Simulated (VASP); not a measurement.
Set up this calculation in VASP 6.6.1, as the native input.

```yaml
Task: single point
Functional: PBEsol
Potentials_or_basis: VASP PAW PBE potentials, release 64 (Fe, Ge_d)
Cutoff: 520 eV
k_mesh: 10 × 10 × 10
Occupations: gaussian, width 0.03 eV
Spin: no spin polarisation
Dipole_correction: no
Further_INCAR_settings: ALGO = Normal; EDIFF = 1e-07; NBANDS = 54
```

The structure of FeGe (B20) lies in POSCAR:

```
FeGe
1.0
    4.4516870807      0.0000000000      0.0000000000
    0.0000000000      4.4516870807      0.0000000000
    0.0000000000      0.0000000000      4.4516870807
Fe Ge
4 4
Direct
    0.1383343289      0.1383343289      0.1383343289
    0.3616656711      0.8616656711      0.6383343289
    0.6383343289      0.3616656711      0.8616656711
    0.8616656711      0.6383343289      0.3616656711
    0.8402795004      0.8402795004      0.8402795004
    0.6597204996      0.1597204996      0.3402795004
    0.3402795004      0.6597204996      0.1597204996
    0.1597204996      0.3402795004      0.6597204996
```

This cell differs from its parent crystal: volume scaled by 0.85.

These files were run (other wordings do the same):

INCAR

```
SYSTEM = FeGe
  PREC = Accurate
  ENCUT = 520
  EDIFF = 1E-7
  ISMEAR = 0
  SIGMA = 0.03
  LREAL = .False.
  LASPH = .True.
  NELM = 100
  ALGO = Normal
  ISIF = 2
  LWAVE = .False.
  LCHARG = .False.
  GGA = PS
  NBANDS = 54
```

KPOINTS

```
regular mesh
0
Gamma
  10 10 10
  0 0 0
```

Potentials or basis: VASP PAW PBE potentials, release 64 (Fe, Ge_d).

Launch:

```bash
$ cat potpaw_PBE.64/Fe/POTCAR potpaw_PBE.64/Ge_d/POTCAR > POTCAR
$ mpirun -np 1 vasp_std > vasp.out
```

Results of the run:

| Property | Result |
| --- | --- |
| Pressure | 21.0 GPa |
| Largest force | 0.033 eV/Å |
| Band gap on the k mesh | 0.09 eV, indirect (least direct gap 0.13 eV) |

Caveat: the PAW data sets were made with another functional, which shifts forces and pressure a little.

Wall time 10 min on 1 thread of Intel Xeon 8259CL, with other jobs on the host, peak memory 0.39 GiB.
